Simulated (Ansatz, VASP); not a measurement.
**RbH2: VASP beside Ansatz**

```
CELL_PARAMETERS angstrom
1.99774 1.15340 4.49374
-1.99774 1.15340 4.49374
0.00000 -2.30679 4.49374
ATOMIC_POSITIONS crystal
Rb 0.00000 0.00000 0.00000
H 0.80648 0.80648 0.80648
H 0.19352 0.19352 0.19352
```

Alike in both runs: task relaxation of cell and atoms; functional PBE; k mesh 12 × 12 × 12; occupations gaussian, width 0.1 eV; no spin polarisation.

|  | VASP | Ansatz |
| --- | --- | --- |
| version | VASP 6.6.1 | Ansatz 0.2.0 |
| potentials or method | VASP PAW PBE potentials, release 64 (Rb_sv, H), cutoff 600 eV | scalar-relativistic, plane waves, PAW |
| valence electrons in the cell | 11 | 11 |

|  | VASP | Ansatz | Ansatz less VASP |
| --- | --- | --- | --- |
| gap on the k mesh at the Fermi level, each at its own relaxed structure (eV) | none | none | - |
| relaxed volume (Å³/atom) | 21.26 | 21.07 | -0.184 |
| relaxed cell length with the largest relative difference (Å) | 5.058 | 5.052 | -0.0061 |

A gap of «none» marks a metal or a gap that the smearing closes.
